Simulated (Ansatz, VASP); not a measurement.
**CdF2 in VASP and in Ansatz**

```
CELL_PARAMETERS angstrom
0.00000 2.73107 2.73107
2.73107 0.00000 2.73107
2.73107 2.73107 0.00000
ATOMIC_POSITIONS crystal
Cd 0.00000 0.00000 0.00000
F 0.25000 0.25000 0.25000
F 0.75000 0.75000 0.75000
```

Alike in both runs: functional r2SCAN; k mesh 10 × 10 × 10; occupations fermi-dirac, width 0.02 eV; no spin polarisation.

Ansatz relaxed the structure, and its values are those at the end. VASP's run is a single point on that final structure, the one shown.

|  | VASP | Ansatz |
| --- | --- | --- |
| version | VASP 6.6.1 | Ansatz 0.2.0 |
| potentials or method | VASP PAW PBE potentials, release 64 (Cd, F), cutoff 520 eV | PAW plane waves |
| valence electrons in the cell | 26 | 34 |

Ansatz gave:

- gap on the k mesh at the Fermi level (eV): 3.65
- pressure (GPa): -4.0

Q: Estimate VASP's values.

A: gap on the k mesh at the Fermi level (eV): 3.61; pressure (GPa): -3.4.

VASP's potentials were made for PBE, not for r2SCAN. VASP's potentials hold 26 valence electrons a cell and Ansatz's 34, so a difference there can come from the potentials and not from the codes. Ansatz's warnings: stress scf threshold loose.
